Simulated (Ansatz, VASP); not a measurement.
# Mn2Sn in VASP and in Ansatz

The input INCAR:

```
SYSTEM = Mn2Sn
PREC = Accurate
ENCUT = 520
EDIFF = 1E-7
ISMEAR = 0
SIGMA = 0.1
LREAL = .FALSE.
LASPH = .TRUE.
NELM = 150
ALGO = Normal
ISIF = 2
LWAVE = .FALSE.
LCHARG = .FALSE.
ISPIN = 2
MAGMOM = 4 -4 0
LORBIT = 11
LMAXMIX = 4
GGA = PE
NBANDS = 31
```

File KPOINTS:

```
regular mesh
0
G
  6 6 6
  0 0 0
```

POSCAR

```
Mn2Sn
1.0
    0.0000000000      2.9854888100      2.9854888100
    2.9854888100      0.0000000000      2.9854888100
    2.9854888100      2.9854888100      0.0000000000
Mn Sn
2 1
Direct
    0.5000000000      0.5000000000      0.5000000000
    0.7500000000      0.7500000000      0.7500000000
    0.0000000000      0.0000000000      0.0000000000
```

Input for Ansatz:

```yaml
crystal:
  lattice:
    - [0.0, 2.98548881, 2.98548881]
    - [2.98548881, 0.0, 2.98548881]
    - [2.98548881, 2.98548881, 0.0]
  atoms:
    - { symbol: Mn, position: [0.5, 0.5, 0.5], spin: 4.0 }
    - { symbol: Mn, position: [0.75, 0.75, 0.75], spin: -4.0 }
    - { symbol: Sn, position: [0.0, 0.0, 0.0] }
basis:
  ecutwfc: 420
kpoints:
  mp_grid: { grid: [6, 6, 6] }
hamiltonian:
  xc: pbe
scf:
  occupations: { method: gaussian, width: 0.1 }
  lower_state_search: "off"
output:
  forces: true
  stress: true
  eigenvalues: true
  populations: true
magnetization:
  spin_polarized: true
```

Alike in both runs: task single point; functional PBE; k mesh 6 × 6 × 6; occupations gaussian, width 0.1 eV; collinear spin.

```csv
,VASP,Ansatz
version,VASP 6.6.1,Ansatz 0.2.0
potentials or method,"VASP PAW PBE potentials, release 64 (Mn_pv, Sn_d), cutoff 520 eV","scalar-relativistic, plane waves, PAW"
valence electrons in the cell,40,44
```

Ansatz gave:

```
gap on the k mesh at the Fermi level (eV)                     : none
pressure (GPa)                                                : 2.4
net moment per atom (μB)                                      : 0.02
size of the moment on the site where the two differ most (μB) : 2.81
```

Which values does VASP return?

gap on the k mesh at the Fermi level (eV): none; pressure (GPa): 2.5; net moment per atom (μB): 0.03; size of the moment on the site where the two differ most (μB): 2.87.

Site moments also hang on the region over which each program counts them. A gap of «none» marks a metal or a gap that the smearing closes. The functional is the same, so the differences come from potentials, cutoffs and numerics. VASP's potentials hold 40 valence electrons a cell and Ansatz's 44, so a difference there can come from the potentials and not from the codes.
